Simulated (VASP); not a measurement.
# Mg: single point with PBEsol

The system is Mg.

```
CELL_PARAMETERS angstrom
0.00000 2.30483 2.30483
2.30483 0.00000 2.30483
2.30483 2.30483 0.00000
ATOMIC_POSITIONS crystal
Mg 0.00000 0.00000 0.00000
```

This cell differs from its parent crystal: volume scaled by 1.08.

| Quantity | Value |
| --- | --- |
| Program | VASP 6.6.1 |
| Task | single point |
| Functional | PBEsol |
| Potentials or basis | VASP PAW PBE potentials, release 64 (Mg) |
| Cutoff | 520 eV |
| k mesh | 14 × 14 × 14 |
| Occupations | fermi-dirac, width 0.1 eV |
| Spin | no spin polarisation |
| Dipole correction | no |
| Further INCAR settings | ALGO = Normal; EDIFF = 1e-06; NBANDS = 7 |

| Item | Value |
| --- | --- |
| Pressure | -2.4 GPa |
| Band gap on the k mesh | zero (band 1 reaches 3.24 eV, above the bottom of band 2 at 0.97 eV) |

Levels at points of the mesh, in eV from the Fermi level:
| k point | band 1 | band 2 | band 3 | band 4 | band 5 | band 6 |
| --- | --- | --- | --- | --- | --- | --- |
| (0.00, 0.00, 0.00) | -6.63 | 11.97 | 11.97 | 11.97 | 13.57 | 13.57 |
| (0.50, 0.00, 0.00) | -1.59 | -1.27 | 10.93 | 10.93 | 11.46 | 11.46 |
| (0.50, 0.50, 0.00) | -0.18 | 0.77 | 5.99 | 6.63 | 6.63 | 9.23 |

Run time: 4.6 s on 1 thread of Intel(R) Xeon(R) 6975P-C (Granite Rapids), on a shared host, peak memory 0.14 GiB.

Caveat: the PAW data sets were made with another functional, which shifts forces and pressure a little.
